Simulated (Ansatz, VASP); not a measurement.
# Two plane-wave programs on TaN

```xyz
4
Lattice="3.0500 0.0000 0.0000 -1.5250 2.6414 0.0000 0.0000 0.0000 4.9153" Properties=species:S:1:pos:R:3 pbc="T T T"
Ta    0.0000    1.7609    0.0000
Ta    1.5250    0.8805    2.4577
N     0.0000    1.7609    1.8924
N     1.5250    0.8805    4.3500
```

Change from the starting cell: strain -0.0050 x Voigt [0, 0, 1, 0, 0, 0], atoms carried along.

Alike in both runs: task single point; functional PBEsol; k mesh 18 × 18 × 10; occupations gaussian, width 0.15 eV; no spin polarisation.

```csv
,VASP,Ansatz
version,VASP 6.6.1,Ansatz 0.2.0
potentials or method,"VASP PAW PBE potentials, release 64 (Ta_pv, N), cutoff 520 eV","scalar-relativistic, plane waves, PAW"
valence electrons in the cell,32,36
```

```csv
,VASP,Ansatz,Ansatz less VASP
gap on the k mesh at the Fermi level (eV),none,none,-
pressure (GPa),132.7,129.3,-3.46
"traceless stress, the component that is largest in VASP (GPa)",-15.90,-15.59,+0.313
rms of the force components (eV/Å),1.216,1.196,-0.0199
```

VASP's potentials were made for PBE, not for PBEsol. Atom by atom the forces differ by 0.020 eV/Å (rms over components). A gap of «none» marks a metal or a gap that the smearing closes. Both programs put the cell under a high pressure, so it lies far from rest at this level. VASP's potentials hold 32 valence electrons a cell and Ansatz's 36, so a difference there can come from the potentials and not from the codes.

Spin-orbit coupling is off throughout. Noted on VASP's run: the cell as given lies far from equilibrium.
